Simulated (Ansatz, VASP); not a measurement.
**One calculation of SnO2, two programs**

```
Sn O
1.0
     1.69416    0.97812    3.90777
    -1.69416    0.97812    3.90777
     0.00000   -1.95624    3.90777
Sn O
1 2
Direct
  0.50000 0.50000 0.50000
  0.24125 0.24125 0.24125
  0.75875 0.75875 0.75875
```

Alike in both runs: task single point; functional r2SCAN; k mesh 12 × 12 × 12; occupations gaussian, width 0.05 eV; no spin polarisation.

```csv
,VASP,Ansatz
version,VASP 6.6.1,Ansatz 0.2.0
potentials or method,"VASP PAW PBE potentials, release 64 (Sn_d, O), cutoff 520 eV","scalar-relativistic, plane waves, PAW"
valence electrons in the cell,26,26
```

|  | VASP | Ansatz | Ansatz less VASP |
| --- | --- | --- | --- |
| gap on the k mesh at the Fermi level (eV) | 1.17 | 1.17 | 0.000 |
| least direct gap on the mesh (eV) | 1.17 | 1.17 | 0.000 |
| pressure (GPa) | -9.8 | -10.7 | -0.92 |
| traceless stress, the component that is largest in VASP (GPa) | 8.92 | 9.60 | +0.686 |
| rms of the force components (eV/Å) | 0.121 | 0.091 | -0.0305 |

VASP's potentials were made for PBE, not for r2SCAN. Atom by atom the forces differ by 0.030 eV/Å (rms over components).
